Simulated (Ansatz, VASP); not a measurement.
# One calculation of Ti2B3, two programs

File INCAR:

```
ALGO = Normal
EDIFF = 1E-6
EDIFFG = -0.04
ENCUT = 600
GGA = PE
IBRION = 2
ISIF = 3
ISMEAR = 0
LASPH = T
LCHARG = F
LREAL = F
LWAVE = F
NELM = 100
NSW = 90
PREC = Accurate
SIGMA = 0.1
```

File KPOINTS:

```
k-points
0
Gamma
  4 4 4
```

File POSCAR:

```
Ti2B3
1.0
    3.8253014600      0.0000000000      0.0000000000
    0.0000000000      3.8253014600      0.0000000000
    0.0000000000      0.0000000000      3.8253014600
Ti B
2 3
Direct
    0.0000000000      0.0000000000      0.0000000000
    0.5000000000      0.5000000000      0.5000000000
    0.5000000000      0.0000000000      0.0000000000
    0.0000000000      0.5000000000      0.0000000000
    0.0000000000      0.0000000000      0.5000000000
```

Input for Ansatz:

```yaml
crystal:
  lattice:
    - [3.82530146, 0.0, 0.0]
    - [0.0, 3.82530146, 0.0]
    - [0.0, 0.0, 3.82530146]
  atoms:
    - { symbol: Ti, position: [0.0, 0.0, 0.0] }
    - { symbol: Ti, position: [0.5, 0.5, 0.5] }
    - { symbol: B, position: [0.5, 0.0, 0.0] }
    - { symbol: B, position: [0.0, 0.5, 0.0] }
    - { symbol: B, position: [0.0, 0.0, 0.5] }
basis:
  ecutwfc: 420
kpoints:
  mp_grid: { grid: [4, 4, 4] }
hamiltonian:
  xc: pbe
scf:
  occupations: { method: gaussian, width: 0.1 }
  lower_state_search: "off"
output:
  forces: true
  stress: true
  eigenvalues: true
relax:
  adjacent_minimum: "off"
  f_tol: 0.04
  max_steps: 70
  cell: { stress_tol: 0.4 }
```

Alike in both runs: task relaxation of cell and atoms; functional PBE; k mesh 4 × 4 × 4; occupations gaussian, width 0.1 eV; no spin polarisation.

```csv
,VASP,Ansatz
version,VASP 6.6.1,Ansatz 0.2.0
potentials or method,"VASP PAW PBE potentials, release 64 (Ti_sv, B), cutoff 600 eV","scalar-relativistic, plane waves, PAW"
valence electrons in the cell,33,33
```

|  | VASP | Ansatz | Ansatz less VASP |
| --- | --- | --- | --- |
| gap on the k mesh at the Fermi level, each at its own relaxed structure (eV) | none | none | - |
| relaxed volume (Å³/atom) | 12.29 | 12.30 | +0.011 |
| relaxed cell length with the largest relative difference (Å) | 3.946 | 3.947 | +0.0012 |

A gap of «none» marks a metal or a gap that the smearing closes.

The k mesh is coarse, so the values compare programs but aren't converged.
